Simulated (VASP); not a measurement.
Write the native input for VASP 6.6.1 that does the following.

- Task: single point
- Functional: PBE
- Potentials or basis: VASP PAW PBE potentials, release 64 (Zr_sv, Ti_sv, C)
- Cutoff: 520 eV
- k mesh: 6 × 6 × 2
- Occupations: gaussian, width 0.1 eV
- Spin: collinear spin
- Starting moments: [1.0, 1.0, 1.0, 1.0, 0.0, 0.0, 0.0, 0.0] μB
- Dipole correction: no
- Further INCAR settings: ALGO = Normal; EDIFF = 1e-06; NBANDS = 46

The structure of ZrTi3C4 lies in POSCAR:

```
ZrTi3C4
1.0
    3.1478183676      0.0000000000      0.0000000000
    0.0000000000      3.1478183676      0.0000000000
    0.0000000000      0.0000000000      8.8623034177
Zr Ti C
1 3 4
Direct
    0.0000000000      0.0000000000      0.0000000000
    0.5000000000      0.5000000000      0.2596131866
    0.0000000000      0.0000000000      0.5000000000
    0.5000000000      0.5000000000      0.7403868134
    0.0000000000      0.0000000000      0.2606655901
    0.5000000000      0.5000000000      0.5000000000
    0.0000000000      0.0000000000      0.7393344099
    0.5000000000      0.5000000000      0.0000000000
```

These files were run (other wordings do the same):

INCAR

```
PREC     = Accurate       # precision mode
ENCUT    = 520            # plane-wave cutoff, eV
EDIFF    = 1E-6           # SCF threshold, eV
ISMEAR   = 0              # smearing method
SIGMA    = 0.1            # smearing width, eV
LREAL    = False          # projectors in reciprocal space
LASPH    = True           # aspherical terms in the spheres
NELM     = 150            # most SCF steps
ALGO     = Normal         # electronic algorithm
ISIF     = 2              # what is computed and relaxed
LWAVE    = False          # write WAVECAR
LCHARG   = False          # write CHGCAR
ISPIN    = 2              # spin polarisation
MAGMOM   = 1 1 1 1 0 0 0 0 # initial moments
LORBIT   = 11             # projections on sites
LMAXMIX  = 4              # l up to which the mixer works
GGA      = PE             # functional
NBANDS   = 46             # bands
```

KPOINTS

```
Automatic mesh
0
Gamma
  6 6 2
```

Potentials or basis: VASP PAW PBE potentials, release 64 (Zr_sv, Ti_sv, C).

Launch:

```console
$ cat potpaw_PBE.64/Zr_sv/POTCAR potpaw_PBE.64/Ti_sv/POTCAR potpaw_PBE.64/C/POTCAR > POTCAR
$ mpirun -np 1 vasp_std > vasp.out
```

Results of the run:

```
Pressure                                              : 0.2 GPa
Largest force                                         : 0.004 eV/Å
Band gap on the k mesh                                : zero (filled and empty bands overlap)
Net moment                                            : 0.00 μB per cell
Valence electrons inside the program's atomic spheres : Zr 10.06; Ti 10.29, 10.34 (each value once); C 2.37, 2.38, 2.42 (each value once)
```

It took 2.1 min on 1 thread of AMD EPYC 9R45 96-Core Processor (Zen 5), with other jobs on the host, peak memory 0.26 GiB.
